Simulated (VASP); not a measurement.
# Ni in VASP: further runs

Ni is run at these levels: PBE; tasks: relaxation of cell and atoms, single point.

Everything below comes from runs of VASP 6.6.1. Logs are shortened: lines on timing, memory, paths and dates and some standing lists are left out, and cuts for length are marked.

**1. The cell of the first run**

It takes space group Pm-3m (No. 221, cubic). Conventional cell: a = 2.333 Å, b = 2.333 Å, c = 2.333 Å, α = 90.00°, β = 90.00°, γ = 90.00°. Ni (site symmetry m-3m) has 6 Ni at 2.33 Å within 3.1 Å.

**2. Relaxation of cell and atoms, PBE, collinear spin, ferromagnetic start**

Input file INCAR:

```
SYSTEM = Ni
  PREC = Accurate
  ENCUT = 600
  EDIFF = 1E-6
  ISMEAR = 0
  SIGMA = 0.1
  LREAL = .False.
  LASPH = .True.
  NELM = 150
  ALGO = Normal
  ISIF = 3
  LWAVE = .False.
  LCHARG = .False.
  ISPIN = 2
  MAGMOM = 0.79
  LORBIT = 11
  LMAXMIX = 4
  GGA = PE
  IBRION = 2
  NSW = 100
  EDIFFG = -0.01
```

Input file KPOINTS:

```
Automatic mesh
0
Gamma
  24 24 24
  0 0 0
```

Input file POSCAR:

```
Ni
1.0
    2.3329172828      0.0000000000      0.0000000000
    0.0000000000      2.3329172828      0.0000000000
    0.0000000000      0.0000000000      2.3329172828
Ni
1
Direct
    0.0000000000      0.0000000000      0.0000000000
```

Potentials or basis: VASP PAW PBE potentials, release 64 (Ni).

Command:

```console
$ cat potpaw_PBE.64/Ni/POTCAR > POTCAR
$ mpirun -np 1 vasp_std > vasp.out
```

OUTCAR:

```text
SYSTEM = Ni
   PREC = Accurate
   ENCUT = 600
   EDIFF = 1E-6
   ISMEAR = 0
   LREAL = .False.
   LASPH = .True.
   NELM = 150
   ISIF = 3
   ISPIN = 2
   LORBIT = 11
   GGA = PE
   IBRION = 2
   NSW = 100
   EDIFFG = -0.01

 ion  position               nearest neighbor table
   1  0.000  0.000  0.000-

  LATTYP: Found a simple cubic cell.
 ALAT       =     2.3329172828

  Lattice vectors:

 A1 = (   2.3329172828,   0.0000000000,   0.0000000000)
 A2 = (   0.0000000000,   2.3329172828,   0.0000000000)
 A3 = (   0.0000000000,   0.0000000000,   2.3329172828)

Analysis of symmetry for initial positions (statically):
=====================================================================
 Subroutine PRICEL returns:
 Original cell was already a primitive cell.

 Routine SETGRP: Setting up the symmetry group for a
 simple cubic supercell.

 Subroutine GETGRP returns: Found 48 space group operations
 (whereof 48 operations were pure point group operations)
 out of a pool of 48 trial point group operations.

The static configuration has the point symmetry O_h .

Analysis of symmetry for dynamics (positions and initial velocities):
=====================================================================
 Subroutine PRICEL returns:
 Original cell was already a primitive cell.

 Routine SETGRP: Setting up the symmetry group for a
 simple cubic supercell.

 Subroutine GETGRP returns: Found 48 space group operations
 (whereof 48 operations were pure point group operations)
 out of a pool of 48 trial point group operations.

The dynamic configuration has the point symmetry O_h .

Analysis of structural, dynamic, and magnetic symmetry:
=====================================================================
 Subroutine PRICEL returns:
 Original cell was already a primitive cell.

 Routine SETGRP: Setting up the symmetry group for a
 simple cubic supercell.

 Subroutine GETGRP returns: Found 48 space group operations
 (whereof 48 operations were pure point group operations)
 out of a pool of 48 trial point group operations.

The overall configuration has the point symmetry O_h .

 Subroutine INISYM returns: Found 48 space group operations
 (whereof 48 operations are pure point group operations),
 and found     1 'primitive' translations

----------------------------------------------------------------------------------------

                                     Primitive cell

  volume of cell :      12.6969

[... 99 lines left out ...]
   EMIN   =  10.00;   EMAX   =-10.00  energy-range for DOS
[... 5 lines left out ...]
     AMIX     =   0.40;   BMIX     =  1.00
     AMIX_MAG =   1.60;   BMIX_MAG =  1.00
  volume/ion in A,a.u.               =      12.70        85.68
  Fermi-wavevector in a.u.,A,eV,Ry     =   1.511850  2.856983 31.098723  2.285692
  Thomas-Fermi vector in A             =   2.621853
   LORBIT       =     11    0 simple, 1 ext, 2 COOP (PROOUT), +10 PAW based schemes
   GGA     = PE    functional components
   LHFCALC =     F    Hartree Fock is set to
   AEXX    =    0.0000 exact exchange contribution
   IVDW    =     0    specifies the selected vdW correction
   LEPSILON=     F    determine dielectric tensor
   LRPA    =     F    only Hartree local field effects (RPA)
 conjugate gradient relaxation of ions
 spin polarized calculation
 Gauss-broadening in eV      SIGMA  =   0.10
  energy-cutoff  :      600.00
  volume of cell :       12.70
 maximum number of plane-waves:       449
 NGX is ok and might be reduce to    20
   NGX =  9   NGY =  9   NGZ =  9

--------------------------------------- Ionic step        1  -------------------------------------------

 number of electron      10.0000000 magnetization       0.7900000

 number of electron       9.9999987 magnetization       0.5427022

 Free energy of the ion-electron system (eV)
  ---------------------------------------------------
  ext. energy  EPLUGINS =         0.00000000
  ---------------------------------------------------
  free energy    TOTEN  =        -4.77887288 eV

  energy without entropy =       -4.76848077  energy(sigma->0) =       -4.77367682

------------------------ aborting loop because EDIFF is reached ----------------------------------------

  FORCE on cell =-STRESS in cart. coord.  units (eV):
  Direction    XX          YY          ZZ          XY          YZ          ZX
  --------------------------------------------------------------------------------------
  -------------------------------------------------------------------------------------
  Total       -0.0698965     -0.0698965     -0.0698965      0.0000000     -0.0000000      0.0000000
  in kB       -8.8199909     -8.8199909     -8.8199909      0.0000000     -0.0000000      0.0000000
  external PRESSURE =      -8.8199909 kB  Pullay stress =       0.0000000 kB
[... 57 lines left out ...]
--------------------------------------- Ionic step        3  -------------------------------------------

 number of electron       9.9999988 magnetization       0.5337751

 Free energy of the ion-electron system (eV)
  ---------------------------------------------------
  ext. energy  EPLUGINS =         0.00000000
  ---------------------------------------------------
  free energy    TOTEN  =        -4.77911889 eV

  energy without entropy =       -4.76884940  energy(sigma->0) =       -4.77398415

 E-fermi :   7.4501     XC(G=0): -12.3077

 val. band max:        7.4487166720   @ k =   0.1667   0.0833   0.0000
 cond. band min:       7.4503853393   @ k =   0.3750   0.1667   0.0833
 fundamental gap:      0.0016686673
 Fermi energy:         7.4501477248

 spin component 1

 k-point     1 :       0.0000    0.0000    0.0000
  band No.  band energies     occupation
      1      -0.5290      1.00000
      2       3.8808      1.00000
      3       3.8808      1.00000
      4       7.0760      1.00000
      5       7.0760      1.00000
      6       7.0760      1.00000
      7      26.8530      0.00000
      8      26.8530      0.00000
      9      26.8530      0.00000
[... 265 lines left out ...]
 k-point    24 :       0.4583    0.0417    0.0000
  band No.  band energies     occupation
      1       3.4928      1.00000
      2       4.3174      1.00000
      3       5.7513      1.00000
      4       6.0730      1.00000
      5       6.6123      1.00000
      6       7.1478      0.99999
      7      11.3545      0.00000
      8      31.3692      0.00000
      9      33.0737      0.00000

 [... further k-points ...]

 spin component 2

 k-point     1 :       0.0000    0.0000    0.0000
  band No.  band energies     occupation
      1      -0.5041      1.00000
      2       4.3050      1.00000
      3       4.3050      1.00000
      4       7.7279      0.00004
      5       7.7279      0.00004
      6       7.7279      0.00004
      7      26.9293      0.00000
      8      26.9293      0.00000
      9      26.9293      0.00000
[... 304 lines left out ...]
  FREE ENERGIE OF THE ION-ELECTRON SYSTEM (eV)
  ---------------------------------------------------
  free  energy   TOTEN  =        -4.7791188861 eV

  energy  without entropy=       -4.7688494041  energy(sigma->0) =       -4.77398415

 reached required accuracy - stopping structural energy minimisation

 total charge

# of ion       s       p       d       tot
------------------------------------------
    1        0.509   0.386   8.354   9.248

 magnetization (x)

# of ion       s       p       d       tot
------------------------------------------
    1        0.001  -0.001   0.539   0.538
```

Wall time 2 min (1 thread of Intel Xeon Platinum 8375C at 2.90GHz (Ice Lake), shared host); peak memory 0.23 GiB.

Results:

| Item | Value |
| --- | --- |
| Free energy | -4.7791 eV |
| Relaxed volume | 12.61 Å³/atom |
| Relaxed cell | a = 2.328 Å, b = 2.328 Å, c = 2.328 Å, α = 90.00°, β = 90.00°, γ = 90.00° |
| Space group after relaxing (to 0.05 Å) | Pm-3m (No. 221) |
| Energy gained by relaxing | 0.2 meV/atom |
| Ionic steps | 3 |
| Pressure after relaxing | 0.0 GPa |
| Net moment | 0.53 μB per cell |
| Site moments | Ni +0.54 μB |
| Valence electrons inside the program's atomic spheres | Ni 9.25 |

The path:
```csv
step,energy change (eV),largest force (eV/Å),pressure (GPa),volume (Å³)
1,0.0000,0.0000,-0.88,12.70
2,-0.0002,0.0000,0.49,12.57
3,-0.0002,0.0000,-0.05,12.61
```

Final structure:
```
Ni
1.0
     2.32761    0.00000    0.00000
     0.00000    2.32761    0.00000
     0.00000    0.00000    2.32761
Ni
1
Direct
  0.00000 0.00000 0.00000
```

Levels at points of the mesh, in eV from the Fermi level:
Spin up:
```tsv
k point	band 3	band 4	band 5	band 6	band 7	band 8
(0.00, 0.00, 0.00)	-3.57	-0.37	-0.37	-0.37	19.40	19.40
(0.50, 0.00, 0.00)	-1.40	-1.40	-1.03	-0.28	3.59	24.49
(0.50, 0.50, 0.00)	-1.19	-1.19	0.39	5.19	5.19	11.21
(0.50, 0.50, 0.50)	-3.25	0.44	0.44	11.74	11.74	11.74
```
Spin down:
```csv
k point,band 3,band 4,band 5,band 6,band 7,band 8
"(0.00, 0.00, 0.00)",-3.15,0.28,0.28,0.28,19.48,19.48
"(0.50, 0.00, 0.00)",-1.04,-0.79,-0.79,0.37,3.94,24.42
"(0.50, 0.50, 0.00)",-0.57,-0.57,0.93,5.22,5.22,11.42
"(0.50, 0.50, 0.50)",-2.76,0.99,0.99,11.83,11.83,11.83
```

**3. Single point, PBE, collinear spin, ferromagnetic start**

This run uses another cell than the first one, of 12.31 Å³/atom, 0.970 times its volume.

Input file INCAR:

```
SYSTEM = Ni
PREC = Accurate
ENCUT = 520
EDIFF = 1E-6
ISMEAR = 0
SIGMA = 0.1
LREAL = .FALSE.
LASPH = .TRUE.
NELM = 150
ALGO = Normal
ISIF = 2
LWAVE = .FALSE.
LCHARG = .TRUE.
ISPIN = 2
MAGMOM = 2
LORBIT = 11
LMAXMIX = 4
GGA = PE
LELF = .TRUE.
LVHAR = .TRUE.
NBANDS = 15
```

Input file KPOINTS:

```
regular mesh
0
G
  8 8 8
  0 0 0
```

Input file POSCAR:

```
Ni
1.0
    2.2905419150      0.0000000000      0.0000000000
    0.0000000000      2.2905419150      0.0000000000
    0.0000000000      0.0000000000      2.3468794271
Ni
1
Direct
    0.0000000000      0.0000000000      0.0000000000
```

Potentials or basis: VASP PAW PBE potentials, release 64 (Ni).

Command:

```console
$ cat potpaw_PBE.64/Ni/POTCAR > POTCAR
$ mpirun -np 1 vasp_std > vasp.out
```

OUTCAR:

```text
SYSTEM = Ni
   PREC = Accurate
   ENCUT = 520
   EDIFF = 1E-6
   ISMEAR = 0
   LREAL = .FALSE.
   LASPH = .TRUE.
   NELM = 150
   ISIF = 2
   ISPIN = 2
   LORBIT = 11
   GGA = PE

 ion  position               nearest neighbor table
   1  0.000  0.000  0.000-

  LATTYP: Found a simple tetragonal cell.
 ALAT       =     2.2905419150
 C/A-ratio  =     1.0245957132

  Lattice vectors:

 A1 = (   2.2905419150,   0.0000000000,   0.0000000000)
 A2 = (   0.0000000000,   2.2905419150,   0.0000000000)
 A3 = (   0.0000000000,   0.0000000000,   2.3468794271)

Analysis of symmetry for initial positions (statically):
=====================================================================
 Subroutine PRICEL returns:
 Original cell was already a primitive cell.

 Routine SETGRP: Setting up the symmetry group for a
 simple tetragonal supercell.

 Subroutine GETGRP returns: Found 16 space group operations
 (whereof 16 operations were pure point group operations)
 out of a pool of 16 trial point group operations.

The static configuration has the point symmetry D_4h.

[... 621 lines left out ...]
      2       4.5588      1.00000
      3       4.6671      1.00000
      4       8.0760      0.00014
      5       8.0760      0.00014
      6       8.1386      0.00000
      7      26.6109      0.00000
      8      27.9937      0.00000
      9      27.9937      0.00000
     10      30.9556      0.00000
     11      31.8520      0.00000
     12      35.6831      0.00000
     13      49.3780      0.00000
     14      50.1151      0.00000
[... 403 lines left out ...]
      4       6.6187      1.00000
      5       7.8672      0.24943
      6       9.2109      0.00000
      7      12.2229      0.00000
      8      29.3029      0.00000
      9      30.2832      0.00000
     10      30.4982      0.00000
     11      32.6704      0.00000
     12      41.5972      0.00000
     13      43.2180      0.00000
     14      43.3507      0.00000
     15      48.1156      0.00000

 [... further k-points ...]
[... 5 lines left out ...]
  --------------------------------------------------------------------------------------
  -------------------------------------------------------------------------------------
  Total        0.5996692      0.5996692     -0.0546230      0.0000000      0.0000000     -0.0000000
  in kB       78.0288230     78.0288230     -7.1075355      0.0000000      0.0000000     -0.0000000
  external PRESSURE =      49.6500368 kB  Pullay stress =       0.0000000 kB

 VOLUME and BASIS-vectors are now :
 -----------------------------------------------------------------------------
  energy-cutoff  :      520.00
  volume of cell :       12.31
      direct lattice vectors                 reciprocal lattice vectors
     2.290541915  0.000000000  0.000000000     0.436577909  0.000000000  0.000000000
     0.000000000  2.290541915  0.000000000     0.000000000  0.436577909  0.000000000
     0.000000000  0.000000000  2.346879427     0.000000000  0.000000000  0.426097732

 POSITION                                       TOTAL-FORCE (eV/Angst)
 -----------------------------------------------------------------------------------
      0.00000      0.00000      0.00000         0.000000      0.000000      0.000000
 -----------------------------------------------------------------------------------
    total drift:                                0.000000      0.000000      0.000000

  FREE ENERGIE OF THE ION-ELECTRON SYSTEM (eV)
  ---------------------------------------------------
  free  energy   TOTEN  =        -4.7683648879 eV

  energy  without entropy=       -4.7599684044  energy(sigma->0) =       -4.76416665

 total charge

# of ion       s       p       d       tot
------------------------------------------
    1        0.521   0.400   8.364   9.285

 magnetization (x)

# of ion       s       p       d       tot
------------------------------------------
    1        0.001   0.004   0.682   0.687
```

It took 16 s on 1 thread of Intel Xeon Platinum 8375C at 2.90GHz (Ice Lake), shared host; peak memory 0.13 GiB.

What came out:

```
Free energy                                           : -4.7684 eV
Pressure                                              : 5.0 GPa
Net moment                                            : 0.69 μB per cell
Site moments                                          : Ni +0.69 μB
Valence electrons inside the program's atomic spheres : Ni 9.29
```

**4. Single point, PBE, collinear spin, ferromagnetic start**

Input file INCAR:

```
ALGO = Fast
EDIFF = 1E-7
ENCUT = 520
GGA = PE
ISIF = 2
ISMEAR = 0
ISPIN = 2
LASPH = True
LCHARG = False
LMAXMIX = 4
LORBIT = 11
LREAL = False
LWAVE = False
MAGMOM = 0.78
NBANDS = 15
NELM = 150
PREC = Accurate
SIGMA = 0.1
```

Input file KPOINTS:

```
k-points
0
Gamma
  8 8 8
```

Input file POSCAR:

```
Ni
1.0
    2.3319833332      0.0000000000      0.0000000000
    0.0000000000      2.3319833332      0.0000000000
    0.0000000000      0.0000000000      2.3347851821
Ni
1
Direct
    0.0000000000      0.0000000000      0.0000000000
```

Command:

```console
$ cat potpaw_PBE.64/Ni/POTCAR > POTCAR
$ mpirun -np 1 vasp_std > vasp.out
```

It took 12 s on 1 thread of Intel Xeon 6975P-C (Granite Rapids), shared host; peak memory 0.13 GiB.

Results (log left out):

```yaml
Free_energy: -4.7793 eV
Pressure: 0.1 GPa
Net_moment: 0.70 μB per cell
Site_moments: Ni +0.70 μB
Valence_electrons_inside_the_program's_atomic_spheres: Ni 9.24
```

Stress tensor (GPa, compression positive):
```
 0.20  0.00  0.00
 0.00  0.20  0.00
 0.00  0.00 -0.19
```

Levels at points of the mesh, in eV from the Fermi level:
Spin up:
```
           k point  band 2  band 3  band 4  band 5  band 6  band 7  band 8  band 9
(0.00, 0.00, 0.00)   -3.72   -3.72   -0.49   -0.49   -0.49   19.20   19.27   19.27
(0.50, 0.00, 0.00)   -3.30   -1.51   -1.50   -1.08   -0.41    3.41   24.35   26.45
(0.50, 0.50, 0.00)   -2.96   -1.30   -1.30    0.17    5.10    5.10   11.02   11.14
(0.00, 0.00, 0.50)   -3.31   -1.50   -1.50   -1.09   -0.40    3.39   24.37   26.48
(0.50, 0.00, 0.50)   -2.97   -1.30   -1.29    0.17    5.08    5.09   11.00   11.13
(0.50, 0.50, 0.50)   -3.33   -3.33    0.22    0.23   11.59   11.59   11.59   13.78
```
Spin down:
| k point | band 1 | band 2 | band 3 | band 4 | band 5 | band 6 | band 7 | band 8 | band 9 | band 10 |
| --- | --- | --- | --- | --- | --- | --- | --- | --- | --- | --- |
| (0.00, 0.00, 0.00) | -7.96 | -3.06 | -3.06 | 0.27 | 0.27 | 0.27 | 19.30 | 19.36 | 19.36 | 23.15 |
| (0.50, 0.00, 0.00) | -3.62 | -2.61 | -1.07 | -0.80 | -0.79 | 0.36 | 3.95 | 24.28 | 26.48 | 26.62 |
| (0.50, 0.50, 0.00) | -3.73 | -2.30 | -0.58 | -0.58 | 1.01 | 5.17 | 5.17 | 11.35 | 11.36 | 30.95 |
| (0.00, 0.00, 0.50) | -3.63 | -2.62 | -1.08 | -0.78 | -0.78 | 0.36 | 3.92 | 24.31 | 26.50 | 26.67 |
| (0.50, 0.00, 0.50) | -3.73 | -2.31 | -0.57 | -0.57 | 1.01 | 5.14 | 5.15 | 11.33 | 11.34 | 30.98 |
| (0.50, 0.50, 0.50) | -2.75 | -2.74 | -2.74 | 1.07 | 1.07 | 11.73 | 11.73 | 11.74 | 13.68 | 17.04 |

[end of part 1 of 2]
